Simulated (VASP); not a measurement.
# LiBe (P1) in VASP: a series of runs

Runs on LiBe. Level: r2SCAN. Tasks: single point.

Program: VASP 6.6.1. These are calculated values, not measurements. Logs are shortened: lines on timing, memory, paths and dates and some standing lists are left out, and cuts for length are marked.

### Step 1. The cell of the first run

The typed cell holds 2 atoms: a = 2.803 Å, b = 2.797 Å, c = 2.799 Å, α = 89.63°, β = 89.71°, γ = 89.12°.

### Step 2. Single point, r2SCAN

POSCAR

```
LiBe
1.0
    2.8033521115      0.0215539565      0.0069483806
    0.0215539565      2.7966133803      0.0089650083
    0.0069483806      0.0089650083      2.7985900748
Li Be
1 1
Direct
    0.0248500000      0.0329100000      0.0354800000
    0.4846100000      0.4953800000      0.5326000000
```

INCAR.step1

```
  ALGO = Normal
  EDIFF = 1E-4
  ENCUT = 520
  GGA = PE
  ISMEAR = -1
  LASPH = T
  LCHARG = F
  LREAL = F
  LWAVE = T
  NBANDS = 10
  NELM = 60
  PREC = Accurate
  SIGMA = 0.1
```

INCAR.step2

```
  ALGO = Normal
  EDIFF = 1E-6
  ENCUT = 520
  ISIF = 2
  ISMEAR = -1
  ISTART = 1
  LASPH = T
  LCHARG = F
  LMIXTAU = T
  LREAL = F
  LWAVE = F
  METAGGA = R2SCAN
  NBANDS = 10
  NELM = 60
  PREC = Accurate
  SIGMA = 0.1
```

KPOINTS

```
k-points
0
Gamma
  7 7 7
```

Potentials or basis: VASP PAW PBE potentials, release 64 (Li_sv, Be).

The run is started by

```sh
> cat potpaw_PBE.64/Li_sv/POTCAR potpaw_PBE.64/Be/POTCAR > POTCAR
> cp INCAR.step1 INCAR
> mpirun -np 1 vasp_std > vasp.out
> cp INCAR.step2 INCAR
> mpirun -np 1 vasp_std > vasp.out
```

OUTCAR:

```text
EDIFF = 1E-6
   ENCUT = 520
   ISIF = 2
   ISMEAR = -1
   ISTART = 1
   LASPH = T
   LREAL = F
   METAGGA = R2SCAN
   NELM = 60
   PREC = Accurate

 ion  position               nearest neighbor table
   1  0.025  0.033  0.035-   2 2.31   2 2.32   2 2.41   2 2.42   2 2.42   2 2.43
   2  0.485  0.495  0.533-   1 2.31   1 2.32   1 2.41   1 2.42   1 2.42   1 2.43

  LATTYP: Found a triclinic cell.
 ALAT       =     2.7967108079
 B/A-ratio  =     1.4049701069
 C/A-ratio  =     1.0006801746
 COS(alpha) =     0.0010178761
 COS(beta)  =     0.0064279264
 COS(gamma) =     0.7007695097

  Lattice vectors:

 A1 = (   0.0215539565,   2.7966133803,   0.0089650083)
 A2 = (  -2.7817981550,   2.7750594238,   0.0020166277)
 A3 = (   0.0069483806,   0.0089650083,   2.7985900748)

Analysis of symmetry for initial positions (statically):
=====================================================================
 Subroutine PRICEL returns:
 Original cell was already a primitive cell.

 Routine SETGRP: Setting up the symmetry group for a
 triclinic supercell.

 Subroutine GETGRP returns: Found  1 space group operations
 (whereof  1 operations were pure point group operations)
 out of a pool of  2 trial point group operations.

The static configuration has the point symmetry C_1 .

Analysis of symmetry for dynamics (positions and initial velocities):
=====================================================================
 Subroutine PRICEL returns:
 Original cell was already a primitive cell.

 Routine SETGRP: Setting up the symmetry group for a
 triclinic supercell.

 Subroutine GETGRP returns: Found  1 space group operations
 (whereof  1 operations were pure point group operations)
 out of a pool of  2 trial point group operations.

The dynamic configuration has the point symmetry C_1 .

 Subroutine INISYM returns: Found  1 space group operations
 (whereof  1 operations are pure point group operations),
 and found     1 'primitive' translations

----------------------------------------------------------------------------------------

                                     Primitive cell

  volume of cell :      21.9390

  direct lattice vectors                    reciprocal lattice vectors
     2.803352112  0.021553956  0.006948381     0.356739095 -0.002746635 -0.000876918
     0.021553956  2.796613380  0.008965008    -0.002746635  0.357600166 -0.001138718
     0.006948381  0.008965008  2.798590075    -0.000876918 -0.001138718  0.357328610

  length of vectors
[... 88 lines left out ...]
   ISIF   =      2    stress and relaxation
   ISYM   =      2    0-nonsym 1-usesym 2-fastsym
   POTIM  = 0.5000    time-step for ionic-motion
   TEBEG  =    0.0;   TEEND  =   0.0 temperature during run
   PSTRESS=    0.0 pullay stress
   NELECT =       5.0000    total number of electrons
   NUPDOWN=      -1.0000    fix difference up-down
   EMIN   =  10.00;   EMAX   =-10.00  energy-range for DOS
   EFERMI =   0.00;   METHOD = LEGACY
   ISMEAR =    -1;   SIGMA  =   0.10  broadening in eV -4-tet -1-fermi 0-gaus
   EFERMI_NEDOS =   21; number of points for ismear=-14 and -15
   IALGO  =     38    algorithm
   IMIX   =      4    mixing-type and parameters
     AMIX     =   0.40;   BMIX     =  1.00
     AMIX_MAG =   1.60;   BMIX_MAG =  1.00
  volume/ion in A,a.u.               =      10.97        74.03
  Fermi-wavevector in a.u.,A,eV,Ry     =   0.999983  1.889694 13.605365  0.999966
  Thomas-Fermi vector in A             =   2.132309
   LORBIT       =      0    0 simple, 1 ext, 2 COOP (PROOUT), +10 PAW based schemes
   METAGGA = R2SCAN    functional components
   LHFCALC =     F    Hartree Fock is set to
   AEXX    =    0.0000 exact exchange contribution
   IVDW    =     0    specifies the selected vdW correction
   LEPSILON=     F    determine dielectric tensor
   LRPA    =     F    only Hartree local field effects (RPA)
 non-spin polarized calculation
  energy-cutoff  :      520.00
  volume of cell :       21.94
 maximum number of plane-waves:       607
 NGX is ok and might be reduce to    24
   NGX = 11   NGY = 11   NGZ = 11

 number of electron       4.9999998 magnetization

 Free energy of the ion-electron system (eV)
  ---------------------------------------------------
  ext. energy  EPLUGINS =         0.00000000
  ---------------------------------------------------
  free energy    TOTEN  =        -5.95204680 eV

  energy without entropy =       -5.94255984  energy(sigma->0) =       -5.94730332

 E-fermi :   3.1090     XC(G=0):  -9.7610

 val. band max:        3.0968975692   @ k =   0.2857   0.4286   0.2857
 cond. band min:       3.4889655592   @ k =   0.4286  -0.4286   0.2857
 fundamental gap:      0.3920679899
 Fermi energy:         3.1090433152

 k-point     1 :       0.0000    0.0000    0.0000
  band No.  band energies     occupation
      1     -43.3802      2.00000
      2      -4.0550      2.00000
      3       9.7772      0.00000
      4       9.8047      0.00000
      5       9.9505      0.00000
      6      14.1263      0.00000
      7      14.2016      0.00000
      8      22.7237      0.00000
      9      25.0329      0.00000
     10      25.2817      0.00000
[... 287 lines left out ...]
 k-point    24 :      -0.2857    0.4286    0.0000
  band No.  band energies     occupation
      1     -43.3473      2.00000
      2      -0.3661      2.00000
      3       1.8087      2.00000
      4       7.2115      0.00000
      5      11.9975      0.00000
      6      13.6677      0.00000
      7      19.0133      0.00000
      8      20.3389      0.00000
      9      21.5584      0.00000
     10      25.0048      0.00000

 [... further k-points ...]

------------------------ aborting loop because EDIFF is reached ----------------------------------------

  FORCE on cell =-STRESS in cart. coord.  units (eV):
  Direction    XX          YY          ZZ          XY          YZ          ZX
  --------------------------------------------------------------------------------------
  -------------------------------------------------------------------------------------
  Total        0.2478432      0.2524750      0.3147146     -0.0898564     -0.0732852     -0.0687475
  in kB       18.0996857     18.4379376     22.9832230     -6.5621031     -5.3519256     -5.0205443
  external PRESSURE =      19.8402821 kB  Pullay stress =       0.0000000 kB

 VOLUME and BASIS-vectors are now :
 -----------------------------------------------------------------------------
  energy-cutoff  :      520.00
  volume of cell :       21.94
      direct lattice vectors                 reciprocal lattice vectors
     2.803352112  0.021553956  0.006948381     0.356739095 -0.002746635 -0.000876918
     0.021553956  2.796613380  0.008965008    -0.002746635  0.357600166 -0.001138718
     0.006948381  0.008965008  2.798590075    -0.000876918 -0.001138718  0.357328610

 POSITION                                       TOTAL-FORCE (eV/Angst)
 -----------------------------------------------------------------------------------
      0.07062      0.09289      0.09976        -0.547424     -0.505589     -0.033341
      1.37291      1.40061      1.49834         0.547424      0.505589      0.033341
 -----------------------------------------------------------------------------------
    total drift:                               -0.017176     -0.012937     -0.011445

  FREE ENERGIE OF THE ION-ELECTRON SYSTEM (eV)
  ---------------------------------------------------
  free  energy   TOTEN  =        -5.9520468020 eV

  energy  without entropy=       -5.9425598366  energy(sigma->0) =       -5.94730332
```

OUTCAR.step1:

```text
EDIFF = 1E-4
   ENCUT = 520
   GGA = PE
   ISMEAR = -1
   LASPH = T
   LREAL = F
[... 536 lines left out ...]
 -----------------------------------------------------------------------------------
      0.07062      0.09289      0.09976        -0.502205     -0.465493     -0.025463
      1.37291      1.40061      1.49834         0.502205      0.465493      0.025463
 -----------------------------------------------------------------------------------
    total drift:                               -0.000607     -0.000146      0.000234

  FREE ENERGIE OF THE ION-ELECTRON SYSTEM (eV)
  ---------------------------------------------------
  free  energy   TOTEN  =        -4.9380437436 eV

  energy  without entropy=       -4.9278720320  energy(sigma->0) =       -4.93295789
```

Wall time 2.5 min (1 thread of Intel Xeon 8259CL, shared host); peak memory 0.16 GiB.

What came out:

- Free energy: -5.9520 eV
- Largest force: 0.746 eV/Å
- Band gap on the k mesh: zero (an odd number of electrons rules out a gap without spin polarisation)

Forces in eV/Å, atoms in the order of the input:
```
Li  -0.547 -0.506 -0.033
Be   0.547  0.506  0.033
```

Levels at points of the mesh, in eV from the Fermi level:
```
           k point  band 1  band 2  band 3  band 4  band 5  band 6
(0.00, 0.00, 0.00)  -46.49   -7.16    6.67    6.70    6.84   11.02
```

Caveat: the cutoff is under 1.25 times the usual one of these potentials, so pressure, stress and relaxed cells hold a basis-set (Pulay) error; the PAW data sets were made with another functional, which shifts forces and pressure a little.

### Step 3. Single point, r2SCAN

This run uses another cell than the first one, of 11.02 Å³/atom.

POSCAR

```
LiBe
1.0
    2.8080400000      0.0215900000      0.0069600000
    0.0215900000      2.8012900000      0.0089800000
    0.0069600000      0.0089800000      2.8032700000
Li Be
1 1
Direct
    0.0248500000      0.0329100000      0.0354800000
    0.4846100000      0.4953800000      0.5326000000
```

INCAR.step1

```
ALGO     = Normal         # electronic algorithm
EDIFF    = 1E-4           # SCF threshold, eV
ENCUT    = 520            # plane-wave cutoff, eV
GGA      = PE             # functional
ISMEAR   = -1             # smearing method
LASPH    = T              # aspherical terms in the spheres
LCHARG   = F              # write CHGCAR
LREAL    = F              # projectors in reciprocal space
LWAVE    = T              # write WAVECAR
NBANDS   = 10             # bands
NELM     = 60             # most SCF steps
PREC     = Accurate       # precision mode
SIGMA    = 0.1            # smearing width, eV
```

INCAR.step2

```
ALGO     = Normal         # electronic algorithm
EDIFF    = 1E-6           # SCF threshold, eV
ENCUT    = 520            # plane-wave cutoff, eV
ISIF     = 2              # what is computed and relaxed
ISMEAR   = -1             # smearing method
ISTART   = 1            
LASPH    = T              # aspherical terms in the spheres
LCHARG   = F              # write CHGCAR
LMIXTAU  = T            
LREAL    = F              # projectors in reciprocal space
LWAVE    = F              # write WAVECAR
METAGGA  = R2SCAN         # meta-GGA
NBANDS   = 10             # bands
NELM     = 60             # most SCF steps
PREC     = Accurate       # precision mode
SIGMA    = 0.1            # smearing width, eV
```

KPOINTS is that of step 2.

Potentials or basis: VASP PAW PBE potentials, release 64 (Li_sv, Be).

The run is started by

```sh
> cat potpaw_PBE.64/Li_sv/POTCAR potpaw_PBE.64/Be/POTCAR > POTCAR
> cp INCAR.step1 INCAR
> mpirun -np 1 vasp_std > vasp.out
> cp INCAR.step2 INCAR
> mpirun -np 1 vasp_std > vasp.out
```

OUTCAR:

```text
EDIFF = 1E-6
   ENCUT = 520
   ISIF = 2
   ISMEAR = -1
   ISTART = 1
   LASPH = T
   LREAL = F
   METAGGA = R2SCAN
   NELM = 60
   PREC = Accurate

 ion  position               nearest neighbor table
   1  0.025  0.033  0.035-   2 2.31   2 2.32   2 2.41   2 2.42   2 2.42   2 2.43
   2  0.485  0.495  0.533-   1 2.31   1 2.32   1 2.41   1 2.42   1 2.42   1 2.43

  LATTYP: Found a triclinic cell.
 ALAT       =     2.8013875906
 B/A-ratio  =     1.4049701069
 C/A-ratio  =     1.0006801746
 COS(alpha) =     0.0010178761
 COS(beta)  =     0.0064279264
 COS(gamma) =     0.7007695097

  Lattice vectors:

 A1 = (   0.0215900000,   2.8012900000,   0.0089800000)
 A2 = (  -2.7864500000,   2.7797000000,   0.0020200000)
 A3 = (   0.0069600000,   0.0089800000,   2.8032700000)

Analysis of symmetry for initial positions (statically):
=====================================================================
 Subroutine PRICEL returns:
 Original cell was already a primitive cell.

 Routine SETGRP: Setting up the symmetry group for a
 triclinic supercell.

 Subroutine GETGRP returns: Found  1 space group operations
 (whereof  1 operations were pure point group operations)
[... 173 lines left out ...]
      1     -43.4119      2.00000
      2      -4.0690      2.00000
      3       9.7274      0.00000
      4       9.7548      0.00000
      5       9.9002      0.00000
      6      14.0716      0.00000
      7      14.1469      0.00000
      8      22.6070      0.00000
      9      24.9290      0.00000
     10      25.1770      0.00000
[... 287 lines left out ...]
 k-point    24 :      -0.2857    0.4286    0.0000
  band No.  band energies     occupation
      1     -43.3796      2.00000
      2      -0.3857      2.00000
      3       1.7868      2.00000
      4       7.1650      0.00000
      5      11.9416      0.00000
      6      13.6006      0.00000
      7      18.9383      0.00000
      8      20.2507      0.00000
      9      21.4671      0.00000
     10      24.9043      0.00000

 [... further k-points ...]

------------------------ aborting loop because EDIFF is reached ----------------------------------------

  FORCE on cell =-STRESS in cart. coord.  units (eV):
  Direction    XX          YY          ZZ          XY          YZ          ZX
  --------------------------------------------------------------------------------------
  -------------------------------------------------------------------------------------
  Total        0.2142964      0.2158765      0.2780159     -0.0898971     -0.0723514     -0.0677182
  in kB       15.5715565     15.6863686     20.2016482     -6.5322510     -5.2573178     -4.9206493
  external PRESSURE =      17.1531911 kB  Pullay stress =       0.0000000 kB

 VOLUME and BASIS-vectors are now :
 -----------------------------------------------------------------------------
  energy-cutoff  :      520.00
  volume of cell :       22.05
      direct lattice vectors                 reciprocal lattice vectors
     2.808040000  0.021590000  0.006960000     0.356143536 -0.002742050 -0.000875455
     0.021590000  2.801290000  0.008980000    -0.002742050  0.357003170 -0.001136817
     0.006960000  0.008980000  2.803270000    -0.000875455 -0.001136817  0.356732067

 POSITION                                       TOTAL-FORCE (eV/Angst)
 -----------------------------------------------------------------------------------
      0.07074      0.09305      0.09993        -0.545805     -0.500064     -0.032424
      1.37521      1.40295      1.50084         0.545805      0.500064      0.032424
 -----------------------------------------------------------------------------------
    total drift:                               -0.023244     -0.010066     -0.010096

  FREE ENERGIE OF THE ION-ELECTRON SYSTEM (eV)
  ---------------------------------------------------
  free  energy   TOTEN  =        -5.9534232457 eV

  energy  without entropy=       -5.9439229429  energy(sigma->0) =       -5.94867309
```

OUTCAR.step1:

```text
EDIFF = 1E-4
   ENCUT = 520
   GGA = PE
   ISMEAR = -1
   LASPH = T
   LREAL = F
[... 536 lines left out ...]
 -----------------------------------------------------------------------------------
      0.07074      0.09305      0.09993        -0.497784     -0.461443     -0.025236
      1.37521      1.40295      1.50084         0.497784      0.461443      0.025236
 -----------------------------------------------------------------------------------
    total drift:                               -0.000654     -0.000250      0.000192

  FREE ENERGIE OF THE ION-ELECTRON SYSTEM (eV)
  ---------------------------------------------------
  free  energy   TOTEN  =        -4.9389067852 eV

  energy  without entropy=       -4.9287170641  energy(sigma->0) =       -4.93381192
```

OSZICAR.step1:

```text
N       E                     dE             d eps       ncg     rms          rms(c)
DAV:   1     0.330575249218E+01    0.33058E+01   -0.15250E+03  3448   0.396E+02
DAV:   2    -0.457248127229E+01   -0.78782E+01   -0.74550E+01  4636   0.718E+01
DAV:   3    -0.493646983941E+01   -0.36399E+00   -0.36234E+00  4576   0.116E+01
DAV:   4    -0.494587535282E+01   -0.94055E-02   -0.93945E-02  4642   0.164E+00
DAV:   5    -0.494596038605E+01   -0.85033E-04   -0.85025E-04  4382   0.126E-01    0.660E-01
DAV:   6    -0.494031348436E+01    0.56469E-02   -0.29141E-03  5292   0.223E-01    0.411E-01
DAV:   7    -0.493891140601E+01    0.14021E-02   -0.54405E-03  4556   0.358E-01    0.612E-02
DAV:   8    -0.493890678524E+01    0.46208E-05   -0.20315E-04  4054   0.939E-02
   1 F= -.49389068E+01 E0= -.49338119E+01  d E =-.101897E-01
```

It took 2.8 min on 1 thread of Intel Xeon 8259CL, shared host; peak memory 0.17 GiB.

Results:

| Item | Value |
| --- | --- |
| Free energy | -5.9534 eV |
| Largest force | 0.741 eV/Å |
| Band gap on the k mesh | zero (an odd number of electrons rules out a gap without spin polarisation) |

Forces in eV/Å, atoms in the order of the input:
```
Li  -0.546 -0.500 -0.032
Be   0.546  0.500  0.032
```

Caveat: the cutoff is under 1.25 times the usual one of these potentials, so pressure, stress and relaxed cells hold a basis-set (Pulay) error; the PAW data sets were made with another functional, which shifts forces and pressure a little.

### Step 4. Single point, r2SCAN

This run uses another cell than the first one, of 11.02 Å³/atom.

Edit POSCAR of step 3 so:

```diff
@@ -9,2 +9,2 @@
     0.0248500000      0.0329100000      0.0354800000
-    0.4846100000      0.4953800000      0.5326000000
+    0.4863907177      0.4953662897      0.5325956227
```

INCAR.step1

```
SYSTEM = LiBe
PREC = Accurate ; ENCUT = 520
ISMEAR = -1 ; SIGMA = 0.1
LREAL = .FALSE. ; LASPH = .TRUE.
NELM = 100 ; NBANDS = 10
GGA = PE ; ALGO = Normal
EDIFF = 1E-4 ; LWAVE = .TRUE.
LCHARG = .FALSE.
```

INCAR.step2

```
SYSTEM = LiBe
PREC = Accurate ; ENCUT = 520
EDIFF = 1E-7 ; ISMEAR = -1
SIGMA = 0.1 ; LREAL = .FALSE.
LASPH = .TRUE. ; NELM = 100
ALGO = Normal ; ISIF = 2
LWAVE = .FALSE. ; LCHARG = .FALSE.
METAGGA = R2SCAN ; LMIXTAU = .TRUE.
NBANDS = 10 ; ISTART = 1
```

KPOINTS

```
Automatic mesh
0
G
  7 7 7
  0 0 0
```

The run is started by

```sh
> cat potpaw_PBE.64/Li_sv/POTCAR potpaw_PBE.64/Be/POTCAR > POTCAR
> cp INCAR.step1 INCAR
> mpirun -np 1 vasp_std > vasp.out
> cp INCAR.step2 INCAR
> mpirun -np 1 vasp_std > vasp.out
```

Run time: 3 min. Hardware: 1 thread of Intel Xeon 8259CL, shared host; peak memory 0.16 GiB.

Results (log left out):

| Property | Result |
| --- | --- |
| Free energy | -5.9560 eV |
| Largest force | 0.723 eV/Å |
| Band gap on the k mesh | zero (an odd number of electrons rules out a gap without spin polarisation) |

Forces on the atoms (eV/Å):
```
Li  -0.521 -0.500 -0.033
Be   0.521  0.500  0.033
```

Levels at points of the mesh, in eV from the Fermi level:
```tsv
k point	band 1	band 2	band 3	band 4	band 5	band 6	band 7	band 8
(0.00, 0.00, 0.00)	-46.50	-7.15	6.64	6.67	6.82	10.99	11.06	19.55
```

Caveat: the cutoff is under 1.25 times the usual one of these potentials, so pressure, stress and relaxed cells hold a basis-set (Pulay) error; the PAW data sets were made with another functional, which shifts forces and pressure a little.

(Continued in part 2 of 2.)
